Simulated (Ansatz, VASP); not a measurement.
## Cl: VASP beside Ansatz

```
Cl
1.0
     3.12679    2.13915    0.00000
     3.12679   -2.13915    0.00000
     0.00000    0.00000   -8.17952
Cl
4
Direct
  0.13610 0.86390 0.88950
  0.36390 0.63610 0.38950
  0.86390 0.13610 0.11050
  0.63610 0.36390 0.61050
```

Alike in both runs: task single point; functional PBEsol; k mesh 7 × 7 × 3; occupations gaussian, width 0.0282 eV; no spin polarisation.

|  | VASP | Ansatz |
| --- | --- | --- |
| version | VASP 6.6.1 | Ansatz 0.2.0 |
| potentials or method | VASP PAW PBE potentials, release 64 (Cl), cutoff 520 eV | PAW plane waves |
| valence electrons in the cell | 28 | 28 |

|  | VASP | Ansatz | Ansatz less VASP |
| --- | --- | --- | --- |
| gap on the k mesh at the Fermi level (eV) | 1.80 | 1.76 | -0.035 |
| pressure (GPa) | -4.3 | -4.1 | +0.18 |
| traceless stress, the component that is largest in VASP (GPa) | 4.77 | 4.66 | -0.114 |
| rms of the force components (eV/Å) | 0.862 | 0.816 | -0.0469 |

VASP's potentials were made for PBE, not for PBEsol. Atom by atom the forces differ by 0.047 eV/Å (rms over components).
